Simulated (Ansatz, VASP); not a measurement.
C in VASP and in Ansatz

The input INCAR:

```
PREC     = Accurate       # precision mode
ENCUT    = 520            # plane-wave cutoff, eV
EDIFF    = 1E-7           # SCF threshold, eV
ISMEAR   = 0              # smearing method
SIGMA    = 0.05           # smearing width, eV
LREAL    = F              # projectors in reciprocal space
LASPH    = T              # aspherical terms in the spheres
NELM     = 100            # most SCF steps
ALGO     = Normal         # electronic algorithm
ISIF     = 2              # what is computed and relaxed
LWAVE    = F              # write WAVECAR
LCHARG   = F              # write CHGCAR
NBANDS   = 26             # bands
```

Contents of KPOINTS:

```
regular mesh
0
Gamma
  12 12 4
```

The input POSCAR:

```
C
1.0
    2.5767618147      0.0000000000      0.0000000000
   -1.2883809073      2.2315411910      0.0000000000
    0.0000000000      0.0000000000      7.6392674604
C
8
Direct
    0.0000000000      0.0000000000      0.0900147857
    0.0000000000      0.0000000000      0.5900147857
    0.0000000000      0.0000000000      0.4099852143
    0.0000000000      0.0000000000      0.9099852143
    0.3333333333      0.6666666667      0.1578160184
    0.6666666667      0.3333333333      0.6578160184
    0.3333333333      0.6666666667      0.3421839816
    0.6666666667      0.3333333333      0.8421839816
```

Input for Ansatz:

```yaml
crystal:
  lattice:
    - [2.5767618147, 0.0, 0.0]
    - [-1.2883809073, 2.231541191, 0.0]
    - [0.0, 0.0, 7.6392674604]
  atoms:
    - { symbol: C, position: [0.0, 0.0, 0.0900147857] }
    - { symbol: C, position: [0.0, 0.0, 0.5900147857] }
    - { symbol: C, position: [0.0, 0.0, 0.4099852143] }
    - { symbol: C, position: [0.0, 0.0, 0.9099852143] }
    - { symbol: C, position: [0.3333333333, 0.6666666667, 0.1578160184] }
    - { symbol: C, position: [0.6666666667, 0.3333333333, 0.6578160184] }
    - { symbol: C, position: [0.3333333333, 0.6666666667, 0.3421839816] }
    - { symbol: C, position: [0.6666666667, 0.3333333333, 0.8421839816] }
basis:
  ecutwfc: 520.0
kpoints:
  mp_grid: { grid: [12, 12, 4] }
hamiltonian:
  xc: lda
  pseudopotentials: { kind: paw, azcp: { folder: soft_1 } }
scf:
  occupations: { method: gaussian, width: 0.05 }
output:
  forces: true
  stress: true
  eigenvalues: true
  write_density: true
  write_potential: true
  elf: true
  volumetric_format: npy
```

Change from the starting cell: mode 21 frozen in at -0.024 Å, strain +e along z and -e/2 along x and y -0.0700.

Alike in both runs: task single point; functional LDA; k mesh 12 × 12 × 4; occupations gaussian, width 0.05 eV; no spin polarisation.

```csv
,VASP,Ansatz
version,VASP 6.6.1,Ansatz 0.2.0
potentials or method,"VASP PAW LDA potentials, release 64 (C), cutoff 520 eV","scalar-relativistic, plane waves, PAW"
valence electrons in the cell,32,32
```

Ansatz gave:

- gap on the k mesh at the Fermi level (eV): 2.78
- least direct gap on the mesh (eV): 3.29
- pressure (GPa): 14.5
- traceless stress, the component that is largest in VASP (GPa): 111.35
- rms of the force components (eV/Å): 1.961

Q: What did VASP give for the same quantities?

A: gap on the k mesh at the Fermi level (eV): 2.77; least direct gap on the mesh (eV): 3.28; pressure (GPa): 16.2; traceless stress, the component that is largest in VASP (GPa): 111.87; rms of the force components (eV/Å): 1.980.

Ansatz warns that its potentials were made for another functional, while VASP's fit it. LDA's correlation is that of Perdew and Zunger in VASP and of Perdew and Wang (1992) in Ansatz. Atom by atom the forces differ by 0.019 eV/Å (rms over components).
